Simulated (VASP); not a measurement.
# CdSe in VASP: further runs, part 2 of 3

VASP 6.6.1. The steps go on from the part before.

### 3 Single point, r2SCAN (in-plane strain +0.005)

POSCAR reads:

```
CdSe
1.0
    3.0821126353      3.0821126353      0.0000000000
   -3.0821126353      3.0821126353      0.0000000000
    0.0000000000      3.0821126353      3.0575784054
Cd Se
1 1
Direct
    0.0000000000      0.0000000000      0.0000000000
    0.7500000000      0.2500000000      0.5000000000
```

INCAR.step1 reads:

```
PREC = Accurate
ENCUT = 520
ISMEAR = 0
SIGMA = 0.01
LREAL = False
LASPH = True
NELM = 80
NBANDS = 16
GGA = PE
ALGO = Normal
EDIFF = 1E-4
LWAVE = True
LCHARG = False
```

INCAR.step2 reads:

```
PREC = Accurate
ENCUT = 520
EDIFF = 1E-6
ISMEAR = 0
SIGMA = 0.01
LREAL = False
LASPH = True
NELM = 80
ALGO = Normal
ISIF = 2
LWAVE = False
LCHARG = False
METAGGA = R2SCAN
LMIXTAU = True
NBANDS = 16
ISTART = 1
```

KPOINTS reads:

```
regular mesh
0
Gamma
  6 6 6
```

Potentials or basis: VASP PAW PBE potentials, release 64 (Cd, Se).

The run is started by

```sh
> cat potpaw_PBE.64/Cd/POTCAR potpaw_PBE.64/Se/POTCAR > POTCAR
> cp INCAR.step1 INCAR
> mpirun -np 1 vasp_std > vasp.out
> cp INCAR.step2 INCAR
> mpirun -np 1 vasp_std > vasp.out
```

OUTCAR:

```text
PREC = Accurate
   ENCUT = 520
   EDIFF = 1E-6
   ISMEAR = 0
   LREAL = False
   LASPH = True
   NELM = 80
   ISIF = 2
   METAGGA = R2SCAN
   ISTART = 1

 ion  position               nearest neighbor table
   1  0.000  0.000  0.000-   2 2.66   2 2.66   2 2.66   2 2.66
   2  0.750  0.250  0.500-   1 2.66   1 2.66   1 2.66   1 2.66

  LATTYP: Found a body centered tetragonal cell.
 ALAT       =     4.3587654896
 C/A-ratio  =     1.4029561410

  Lattice vectors:

 A1 = (   3.0821126353,   0.0000000000,  -3.0575784054)
 A2 = (  -3.0821126353,   0.0000000000,  -3.0575784054)
 A3 = (   0.0000000000,   3.0821126353,   3.0575784054)

Analysis of symmetry for initial positions (statically):
=====================================================================
 Subroutine PRICEL returns:
 Original cell was already a primitive cell.

 Routine SETGRP: Setting up the symmetry group for a
 body centered tetragonal supercell.

 Subroutine GETGRP returns: Found  8 space group operations
 (whereof  8 operations were pure point group operations)
 out of a pool of 16 trial point group operations.

The static configuration has the point symmetry D_2d.

Analysis of symmetry for dynamics (positions and initial velocities):
=====================================================================
 Subroutine PRICEL returns:
 Original cell was already a primitive cell.

 Routine SETGRP: Setting up the symmetry group for a
 body centered tetragonal supercell.

 Subroutine GETGRP returns: Found  8 space group operations
 (whereof  8 operations were pure point group operations)
 out of a pool of 16 trial point group operations.

The dynamic configuration has the point symmetry D_2d.

 Subroutine INISYM returns: Found  8 space group operations
 (whereof  8 operations are pure point group operations),
 and found     1 'primitive' translations

----------------------------------------------------------------------------------------

                                     Primitive cell

[... 111 lines left out ...]
  volume/ion in A,a.u.               =      29.05       196.01
  Fermi-wavevector in a.u.,A,eV,Ry     =   1.107807  2.093452 16.697566  1.227236
  Thomas-Fermi vector in A             =   2.244326
   LORBIT       =      0    0 simple, 1 ext, 2 COOP (PROOUT), +10 PAW based schemes
   METAGGA = R2SCAN    functional components
   LHFCALC =     F    Hartree Fock is set to
   AEXX    =    0.0000 exact exchange contribution
   IVDW    =     0    specifies the selected vdW correction
   LEPSILON=     F    determine dielectric tensor
   LRPA    =     F    only Hartree local field effects (RPA)
 non-spin polarized calculation
 Gauss-broadening in eV      SIGMA  =   0.01
  energy-cutoff  :      520.00
  volume of cell :       58.09
 maximum number of plane-waves:      1588
   NGX = 17   NGY = 17   NGZ = 17

 number of electron      18.0000008 magnetization

 Free energy of the ion-electron system (eV)
  ---------------------------------------------------
  ext. energy  EPLUGINS =         0.00000000
  ---------------------------------------------------
  free energy    TOTEN  =       -35.91296469 eV

  energy without entropy =      -35.91296469  energy(sigma->0) =      -35.91296469

 E-fermi :   0.5127     XC(G=0):  -9.2739

 val. band max:        0.4108550861   @ k =   0.0000   0.0000   0.0000
 cond. band min:       1.4067815655   @ k =   0.0000   0.0000   0.0000
 fundamental gap:      0.9959264794
 Fermi energy:         0.5126884783

 k-point     1 :       0.0000    0.0000    0.0000
  band No.  band energies     occupation
      1     -12.4429      2.00000
      2      -7.6737      2.00000
      3      -7.6737      2.00000
      4      -7.6701      2.00000
      5      -7.3075      2.00000
      6      -7.3061      2.00000
[... 433 lines left out ...]
      3      -7.4972      2.00000
      4      -7.3363      2.00000
      5      -7.2955      2.00000
      6      -6.8985      2.00000
[... 8 lines left out ...]
     15      12.8169      0.00000
     16      13.9839      0.00000

 [... further k-points ...]

------------------------ aborting loop because EDIFF is reached ----------------------------------------

  FORCE on cell =-STRESS in cart. coord.  units (eV):
  Direction    XX          YY          ZZ          XY          YZ          ZX
  --------------------------------------------------------------------------------------
  -------------------------------------------------------------------------------------
  Total       -0.0578069     -0.0578069     -0.0087640      0.0000000      0.0000000     -0.0000000
  in kB       -1.5943562     -1.5943562     -0.2417182      0.0000000      0.0000000     -0.0000000
  external PRESSURE =      -1.1434769 kB  Pullay stress =       0.0000000 kB

 VOLUME and BASIS-vectors are now :
 -----------------------------------------------------------------------------
  energy-cutoff  :      520.00
  volume of cell :       58.09
      direct lattice vectors                 reciprocal lattice vectors
     3.082112635  3.082112635  0.000000000     0.162226388  0.162226388 -0.163528104
    -3.082112635  3.082112635  0.000000000    -0.162226388  0.162226388 -0.163528104
     0.000000000  3.082112635  3.057578405     0.000000000  0.000000000  0.327056208

 POSITION                                       TOTAL-FORCE (eV/Angst)
 -----------------------------------------------------------------------------------
      0.00000      0.00000      0.00000         0.000000     -0.000000      0.000000
      1.54106      4.62317      1.52879        -0.000000      0.000000      0.000000
 -----------------------------------------------------------------------------------
    total drift:                                0.000004     -0.000000     -0.000000

  FREE ENERGIE OF THE ION-ELECTRON SYSTEM (eV)
  ---------------------------------------------------
  free  energy   TOTEN  =       -35.9129646889 eV

  energy  without entropy=      -35.9129646889  energy(sigma->0) =      -35.91296469
```

OUTCAR.step1:

```text
PREC = Accurate
   ENCUT = 520
   ISMEAR = 0
   LREAL = False
   LASPH = True
[... 678 lines left out ...]
      0.00000      0.00000      0.00000        -0.000000     -0.000000      0.000000
      1.54106      4.62317      1.52879         0.000000      0.000000      0.000000
 -----------------------------------------------------------------------------------
    total drift:                                0.000000     -0.000000      0.000000

  FREE ENERGIE OF THE ION-ELECTRON SYSTEM (eV)
  ---------------------------------------------------
  free  energy   TOTEN  =        -5.4882861364 eV

  energy  without entropy=       -5.4882861364  energy(sigma->0) =       -5.48828614
```

It took 1.9 min on 1 thread of Intel Xeon 8259CL, shared host; peak memory 0.2 GiB.

Results:

| Quantity | Value |
| --- | --- |
| Free energy | -35.9130 eV |
| Pressure | -0.1 GPa |
| Band gap on the k mesh | 1.00 eV |

Caveat: the cell differs from its parent crystal (in-plane strain +0.005); the PAW data sets were made with another functional, which shifts forces and pressure a little.

### 4 Single point, r2SCAN (in-plane strain +0.01)

POSCAR reads:

```
CdSe
1.0
    3.0974465290      3.0974465290      0.0000000000
   -3.0974465290      3.0974465290      0.0000000000
    0.0000000000      3.0974465290      3.0483780692
Cd Se
1 1
Direct
    0.0000000000      0.0000000000      0.0000000000
    0.7500000000      0.2500000000      0.5000000000
```

INCAR.step1 reads:

```
PREC = Accurate
ENCUT = 520
ISMEAR = 0
SIGMA = 0.01
LREAL = F
LASPH = T
NELM = 80
NBANDS = 16
GGA = PE
ALGO = Normal
EDIFF = 1E-4
LWAVE = T
LCHARG = F
```

INCAR.step2 reads:

```
PREC = Accurate
ENCUT = 520
EDIFF = 1E-7
ISMEAR = 0
SIGMA = 0.01
LREAL = F
LASPH = T
NELM = 80
ALGO = Normal
ISIF = 2
LWAVE = F
LCHARG = T
METAGGA = R2SCAN
LMIXTAU = T
LELF = T
LVHAR = T
NBANDS = 16
ISTART = 1
```

KPOINTS reads:

```
Automatic mesh
0
Gamma
  6 6 6
```

The run is started by

```sh
> cat potpaw_PBE.64/Cd/POTCAR potpaw_PBE.64/Se/POTCAR > POTCAR
> cp INCAR.step1 INCAR
> mpirun -np 1 vasp_std > vasp.out
> cp INCAR.step2 INCAR
> mpirun -np 1 vasp_std > vasp.out
```

It took 3.1 min on 1 thread of Intel Xeon 8259CL, shared host; peak memory 0.22 GiB.

It converged, with:

| Item | Value |
| --- | --- |
| Free energy | -35.9119 eV |
| Pressure | -0.5 GPa |
| Band gap on the k mesh | 0.96 eV |

Stress tensor (GPa, compression positive):
```
-0.56  0.00  0.00
 0.00 -0.56  0.00
 0.00  0.00 -0.28
```

Levels at points of the mesh, in eV from the valence-band top:
```csv
k point,band 7,band 8,band 9,band 10,band 11,band 12
"(0.00, 0.00, 0.00)",-0.05,-0.05,0.00,0.96,6.43,6.44
"(0.50, 0.00, 0.00)",-4.23,-0.77,-0.70,2.77,6.83,6.94
"(0.50, 0.50, 0.00)",-3.97,-1.77,-1.75,3.51,4.13,9.41
"(0.00, 0.00, 0.50)",-3.88,-1.83,-1.83,3.46,3.99,9.56
```

Caveat: the cell differs from its parent crystal (in-plane strain +0.01); the PAW data sets were made with another functional, which shifts forces and pressure a little.

### 5 Single point, r2SCAN

This run uses another cell than the first one, of 28.84 Å³/atom.

POSCAR reads:

```
CdSe
1.0
    3.0667787416      3.0667787416      0.0000000000
   -3.0667787416      3.0667787416      0.0000000000
    0.0000000000      3.0667787416      3.0667787416
Cd Se
1 1
Direct
    0.0000000000      0.0000000000      0.0000000000
    0.7500000000      0.2500000000      0.5000000000
```

INCAR.step1 reads:

```
PREC = Accurate
ENCUT = 520
ISMEAR = -1
SIGMA = 0.05
LREAL = False
LASPH = True
NELM = 60
NBANDS = 16
GGA = PE
ALGO = Normal
EDIFF = 1E-4
LWAVE = True
LCHARG = False
```

INCAR.step2 reads:

```
PREC = Accurate
ENCUT = 520
EDIFF = 1E-7
ISMEAR = -1
SIGMA = 0.05
LREAL = False
LASPH = True
NELM = 60
ALGO = Normal
ISIF = 2
LWAVE = False
LCHARG = False
METAGGA = R2SCAN
LMIXTAU = True
NBANDS = 16
ISTART = 1
```

KPOINTS reads:

```
Automatic mesh
0
Gamma
  10 10 10
```

The run is started by

```sh
> cat potpaw_PBE.64/Cd/POTCAR potpaw_PBE.64/Se/POTCAR > POTCAR
> cp INCAR.step1 INCAR
> mpirun -np 1 vasp_std > vasp.out
> cp INCAR.step2 INCAR
> mpirun -np 1 vasp_std > vasp.out
```

Wall time 3.1 min (1 thread of Intel Xeon 8259CL, shared host); peak memory 0.21 GiB.

Results (log left out):

| Property | Result |
| --- | --- |
| Free energy | -35.9161 eV |
| Pressure | 0.2 GPa |
| Band gap on the k mesh | 1.03 eV |

Levels at points of the mesh, in eV from the valence-band top:
```
           k point  band 7  band 8  band 9  band 10  band 11  band 12
(0.00, 0.00, 0.00)    0.00    0.00    0.00     1.03     6.47     6.47
(0.50, 0.00, 0.00)   -4.28   -0.72   -0.72     2.83     6.92     6.92
(0.50, 0.50, 0.00)   -3.97   -1.80   -1.80     3.50     4.13     9.57
```

Caveat: the PAW data sets were made with another functional, which shifts forces and pressure a little.

(Part 2 of 3 ends here.)
